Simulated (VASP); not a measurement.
# Be (Pm-3m) in VASP: a series of runs

Runs on Be. Level: PBEsol. Tasks: relaxation of cell and atoms.

Program: VASP 6.6.1. These are calculated values, not measurements. Logs are shortened: lines on timing, memory, paths and dates and some standing lists are left out, and cuts for length are marked.

## 1. The cell of the first run

It takes space group Pm-3m (No. 221, cubic). Conventional cell: a = 1.783 Å, b = 1.783 Å, c = 1.783 Å, α = 90.00°, β = 90.00°, γ = 90.00°. Be (site symmetry m-3m) has 6 Be at 1.78 Å within 2.4 Å.

This isn't the form of Be at room conditions, which is hcp.

## 2. Relaxation of cell and atoms, PBEsol, target pressure 80 GPa, at which the enthalpy is minimised

File INCAR:

```
SYSTEM = Be
  PREC = Accurate
  ENCUT = 600
  EDIFF = 1E-6
  ISMEAR = -1
  SIGMA = 0.1
  LREAL = .FALSE.
  LASPH = .TRUE.
  NELM = 80
  ALGO = Normal
  ISIF = 3
  LWAVE = .FALSE.
  LCHARG = .FALSE.
  GGA = PS
  IBRION = 2
  NSW = 60
  EDIFFG = -0.005
  PSTRESS = 800.0
```

File KPOINTS:

```
regular mesh
0
G
  21 21 21
  0 0 0
```

File POSCAR:

```
Be
1.0
    1.7825367690      0.0000000000      0.0000000000
    0.0000000000      1.7825367690      0.0000000000
    0.0000000000      0.0000000000      1.7825367690
Be
1
Direct
    0.0000000000      0.0000000000      0.0000000000
```

Potentials or basis: VASP PAW PBE potentials, release 64 (Be).

On the command line:

```
$ cat potpaw_PBE.64/Be/POTCAR > POTCAR
$ mpirun -np 1 vasp_std > vasp.out
```

OUTCAR:

```text
SYSTEM = Be
   PREC = Accurate
   ENCUT = 600
   EDIFF = 1E-6
   ISMEAR = -1
   LREAL = .FALSE.
   LASPH = .TRUE.
   NELM = 80
   ISIF = 3
   GGA = PS
   IBRION = 2
   NSW = 60
   EDIFFG = -0.005
   PSTRESS = 800.0

 ion  position               nearest neighbor table
   1  0.000  0.000  0.000-

  LATTYP: Found a simple cubic cell.
 ALAT       =     1.7825367690

  Lattice vectors:

 A1 = (   1.7825367690,   0.0000000000,   0.0000000000)
 A2 = (   0.0000000000,   1.7825367690,   0.0000000000)
 A3 = (   0.0000000000,   0.0000000000,   1.7825367690)

Analysis of symmetry for initial positions (statically):
=====================================================================
 Subroutine PRICEL returns:
 Original cell was already a primitive cell.

 Routine SETGRP: Setting up the symmetry group for a
 simple cubic supercell.

 Subroutine GETGRP returns: Found 48 space group operations
 (whereof 48 operations were pure point group operations)
 out of a pool of 48 trial point group operations.

The static configuration has the point symmetry O_h .

Analysis of symmetry for dynamics (positions and initial velocities):
=====================================================================
 Subroutine PRICEL returns:
 Original cell was already a primitive cell.

 Routine SETGRP: Setting up the symmetry group for a
 simple cubic supercell.

 Subroutine GETGRP returns: Found 48 space group operations
 (whereof 48 operations were pure point group operations)
 out of a pool of 48 trial point group operations.

The dynamic configuration has the point symmetry O_h .

 Subroutine INISYM returns: Found 48 space group operations
 (whereof 48 operations are pure point group operations),
 and found     1 'primitive' translations

----------------------------------------------------------------------------------------

                                     Primitive cell

  volume of cell :       5.6639

  direct lattice vectors                    reciprocal lattice vectors
     1.782536769  0.000000000  0.000000000     0.560998246  0.000000000  0.000000000
     0.000000000  1.782536769  0.000000000     0.000000000  0.560998246  0.000000000
     0.000000000  0.000000000  1.782536769     0.000000000  0.000000000  0.560998246

  length of vectors
     1.782536769  1.782536769  1.782536769     0.560998246  0.560998246  0.560998246

  position of ions in fractional coordinates (direct lattice)
     0.000000000  0.000000000  0.000000000

  ion indices of the primitive-cell ions
   primitive index   ion index
                 1           1

----------------------------------------------------------------------------------------

 KPOINTS: regular mesh

Automatic generation of k-mesh.
 Grid dimensions read from file:
 generate k-points for:   21   21   21

 Generating k-lattice:

  Cartesian coordinates                     Fractional coordinates (reciprocal lattice)
     0.026714202  0.000000000  0.000000000     0.047619048  0.000000000  0.000000000
     0.000000000  0.026714202  0.000000000     0.000000000  0.047619048  0.000000000
     0.000000000  0.000000000  0.026714202     0.000000000  0.000000000  0.047619048

  Length of vectors
     0.026714202  0.026714202  0.026714202

  Shift w.r.t. Gamma in fractional coordinates (k-lattice)
     0.000000000  0.000000000  0.000000000

 Subroutine IBZKPT returns following result:
 ===========================================

 Found    286 irreducible k-points:

 Following reciprocal coordinates:
            Coordinates               Weight
  0.000000  0.000000  0.000000      1.000000
  0.047619  0.000000  0.000000      6.000000
  0.095238  0.000000  0.000000      6.000000
  0.142857  0.000000  0.000000      6.000000
  0.190476  0.000000  0.000000      6.000000
  0.238095  0.000000  0.000000      6.000000
[... 16 lines left out ...]
  0.142857  0.095238  0.000000     24.000000
  0.190476  0.095238  0.000000     24.000000
 [... further k-points ...]
   k-points           NKPTS =    286   k-points in BZ     NKDIM =    286   number of bands    NBANDS=      5
   number of dos      NEDOS =    301   number of ions     NIONS =      1
   total plane-waves  NPLWV =   2744
   dimension x,y,z NGX =    14 NGY =   14 NGZ =   14
   dimension x,y,z NGXF=    28 NGYF=   28 NGZF=   28
   ions per type =               1
   NGX,Y,Z   is equivalent  to a cutoff of  13.06, 13.06, 13.06 a.u.
   NGXF,Y,Z  is equivalent  to a cutoff of  26.11, 26.11, 26.11 a.u.
 SYSTEM =  Be
   PREC   = accura    normal or accurate (medium, high low for compatibility)
   ISTART =      0    job   : 0-new  1-cont  2-samecut
   ICHARG =      2    charge: 1-file 2-atom 10-const
   ISPIN  =      1    spin polarized calculation?
   LNONCOLLINEAR =      F non collinear calculations
   LSORBIT =      F    spin-orbit coupling
   LASPH  =      T    aspherical Exc in radial PAW
   ENCUT  =  600.0 eV  44.10 Ry    6.64 a.u.   3.56  3.56  3.56*2*pi/ulx,y,z
   NELM   =     80;   NELMIN=  2; NELMDL= -5     # of ELM steps
   EDIFF  = 0.1E-05   stopping-criterion for ELM
   LREAL  =      F    real-space projection
   EDIFFG = -.5E-02   stopping-criterion for IOM
   NSW    =     60    number of steps for IOM
   IBRION =      2    ionic relax: 0-MD 1-quasi-New 2-CG
   NFREE  =      1    steps in history (QN), initial steepest desc. (CG)
   ISIF   =      3    stress and relaxation
   ISYM   =      2    0-nonsym 1-usesym 2-fastsym
   POTIM  = 0.5000    time-step for ionic-motion
   TEBEG  =    0.0;   TEEND  =   0.0 temperature during run
   PSTRESS=  800.0 pullay stress
   NELECT =       2.0000    total number of electrons
   NUPDOWN=      -1.0000    fix difference up-down
   EMIN   =  10.00;   EMAX   =-10.00  energy-range for DOS
   EFERMI =   0.00;   METHOD = LEGACY
   ISMEAR =    -1;   SIGMA  =   0.10  broadening in eV -4-tet -1-fermi 0-gaus
   EFERMI_NEDOS =   21; number of points for ismear=-14 and -15
   IALGO  =     38    algorithm
   IMIX   =      4    mixing-type and parameters
     AMIX     =   0.40;   BMIX     =  1.00
     AMIX_MAG =   1.60;   BMIX_MAG =  1.00
  volume/ion in A,a.u.               =       5.66        38.22
  Fermi-wavevector in a.u.,A,eV,Ry     =   1.157123  2.186646 18.217310  1.338934
  Thomas-Fermi vector in A             =   2.293738
   LORBIT       =      0    0 simple, 1 ext, 2 COOP (PROOUT), +10 PAW based schemes
   GGA     = PS    functional components
   LHFCALC =     F    Hartree Fock is set to
   AEXX    =    0.0000 exact exchange contribution
   IVDW    =     0    specifies the selected vdW correction
   LEPSILON=     F    determine dielectric tensor
   LRPA    =     F    only Hartree local field effects (RPA)
 conjugate gradient relaxation of ions
 non-spin polarized calculation
  energy-cutoff  :      600.00
  volume of cell :        5.66
 maximum number of plane-waves:       198
   NGX =  7   NGY =  7   NGZ =  7

--------------------------------------- Ionic step        1  -------------------------------------------

 number of electron       2.0000000 magnetization

 Free energy of the ion-electron system (eV)
  ---------------------------------------------------
  ext. energy  EPLUGINS =         0.00000000
  ---------------------------------------------------
  free energy    TOTEN  =        -1.90109299 eV

  energy without entropy =       -1.88813215  energy(sigma->0) =       -1.89461257

 E-fermi :  10.7280     XC(G=0): -11.7570

 val. band max:       10.7125575280   @ k =   0.4762   0.3333   0.0476
 cond. band min:      10.7328096311   @ k =   0.4762   0.3810   0.0000
 fundamental gap:      0.0202521032
 Fermi energy:        10.7279509279

 k-point     1 :       0.0000    0.0000    0.0000
  band No.  band energies     occupation
      1      -3.0089      2.00000
      2      30.8486      0.00000
      3      30.8486      0.00000
      4      30.8486      0.00000
      5      37.4563      0.00000

 k-point     2 :       0.0476    0.0000    0.0000
  band No.  band energies     occupation
      1      -2.9410      2.00000
      2      29.3599      0.00000
      3      30.9390      0.00000
      4      30.9390      0.00000
      5      37.5603      0.00000

 k-point     3 :       0.0952    0.0000    0.0000
  band No.  band energies     occupation
      1      -2.7379      2.00000
      2      26.6154      0.00000
      3      31.2086      0.00000
      4      31.2086      0.00000
      5      37.8717      0.00000
[... 233 lines left out ...]
  FREE ENERGIE OF THE ION-ELECTRON SYSTEM (eV)
  ---------------------------------------------------
  free  energy   TOTEN  =        -2.4922668313 eV

  energy  without entropy=       -2.4789150615  energy(sigma->0) =       -2.48559095

  enthalpy is  TOTEN    =         0.8858633239 eV   P V=        3.3781301552

--------------------------------------- Ionic step        3  -------------------------------------------

 number of electron       2.0000000 magnetization

 Free energy of the ion-electron system (eV)
  ---------------------------------------------------
  ext. energy  EPLUGINS =         0.00000000
  ---------------------------------------------------
  free energy    TOTEN  =        -2.29467933 eV

  energy without entropy =       -2.28093274  energy(sigma->0) =       -2.28780604

 E-fermi :   9.4043     XC(G=0): -11.3666

 val. band max:        9.3825325057   @ k =   0.4286   0.3810   0.2857
 cond. band min:       9.4173229166   @ k =   0.4762   0.2857   0.0952
 fundamental gap:      0.0347904109
 Fermi energy:         9.4042550862

 k-point     1 :       0.0000    0.0000    0.0000
  band No.  band energies     occupation
      1      -3.5086      2.00000
      2      28.1564      0.00000
      3      28.1564      0.00000
      4      28.1564      0.00000
      5      34.5611      0.00000

 k-point     2 :       0.0476    0.0000    0.0000
  band No.  band energies     occupation
      1      -3.4420      2.00000
      2      26.8099      0.00000
      3      28.2394      0.00000
      4      28.2394      0.00000
      5      34.6575      0.00000

 k-point     3 :       0.0952    0.0000    0.0000
  band No.  band energies     occupation
      1      -3.2429      2.00000
      2      24.2799      0.00000
      3      28.4871      0.00000
      4      28.4871      0.00000
      5      34.9465      0.00000
[... 190 lines left out ...]
 POSITION                                       TOTAL-FORCE (eV/Angst)
 -----------------------------------------------------------------------------------
      0.00000      0.00000      0.00000        -0.000000     -0.000000      0.000000
 -----------------------------------------------------------------------------------
    total drift:                               -0.000000     -0.000000     -0.000000

  FREE ENERGIE OF THE ION-ELECTRON SYSTEM (eV)
  ---------------------------------------------------
  free  energy   TOTEN  =        -2.2946793346 eV

  energy  without entropy=       -2.2809327430  energy(sigma->0) =       -2.28780604

  enthalpy is  TOTEN    =         0.8589145911 eV   P V=        3.1535939257

 reached required accuracy - stopping structural energy minimisation
```

Wall time 21 s (1 thread of AMD EPYC 7R13, shared host); peak memory 0.08 GiB.

Results:

```
Free energy                                                : -2.2947 eV
Relaxed volume                                             : 6.32 Å³/atom
Relaxed cell                                               : a = 1.848 Å, b = 1.848 Å, c = 1.848 Å, α = 90.00°, β = 90.00°, γ = 90.00°
Space group after relaxing (to 0.1 Å)                      : Pm-3m (No. 221)
Energy change on relaxing (the run minimises the enthalpy) : -393.6 meV/atom
Ionic steps                                                : 3
Pressure after relaxing                                    : 79.9 GPa
Band gap on the k mesh                                     : zero (bands 1 and 2 overlap by 7.82 eV)
```

The path:
```tsv
step	energy change (eV)	largest force (eV/Å)	pressure (GPa)	volume (Å³)
1	0.0000	0.0000	115.78	5.66
2	-0.5912	0.0000	61.61	6.77
3	-0.3936	0.0000	79.91	6.32
```

Final structure:
```
Be
1.0
     1.84845    0.00000    0.00000
     0.00000    1.84845    0.00000
     0.00000    0.00000    1.84845
Be
1
Direct
  0.00000 0.00000 0.00000
```

Levels at points of the mesh, in eV from the Fermi level:
```
           k point  band 1  band 2  band 3  band 4
(0.00, 0.00, 0.00)  -12.91   18.75   18.75   18.75
```

Caveat: the cell is relaxed towards a set pressure, so the run minimises the enthalpy, not the energy; the PAW data sets were made with another functional, which shifts forces and pressure a little.

(Part 1 of 2 ends here.)
